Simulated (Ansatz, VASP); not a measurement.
## One calculation of SnO, two programs

```
Sn O
1.0
     3.35500    0.00000    0.00000
     0.00000    5.67410    0.00000
     0.00000    0.00000    4.22197
Sn O
2 2
Cartesian
  0.0000 1.3159 2.1665
  1.6775 4.3582 0.0555
  0.0000 5.0570 3.1110
  1.6775 0.6171 1.0000
```

Alike in both runs: task single point; functional PBEsol; k mesh 6 × 4 × 4; no spin polarisation.

```csv
,VASP,Ansatz
version,VASP 6.6.1,Ansatz 0.2.0
potentials or method,"VASP PAW PBE potentials, release 64 (Sn_d, O_h), cutoff 910 eV","plane waves, PAW"
occupations,"gaussian, width 0.01 eV",fixed
valence electrons in the cell,40,40
```

|  | VASP | Ansatz | Ansatz less VASP |
| --- | --- | --- | --- |
| rms of the force components (eV/Å) | 0.159 | 0.188 | +0.0287 |

VASP's potentials were made for PBE, not for PBEsol. Atom by atom the forces differ by 0.030 eV/Å (rms over components).

Noted on VASP's run: the cutoff is short for stress, so the pressure is rough.
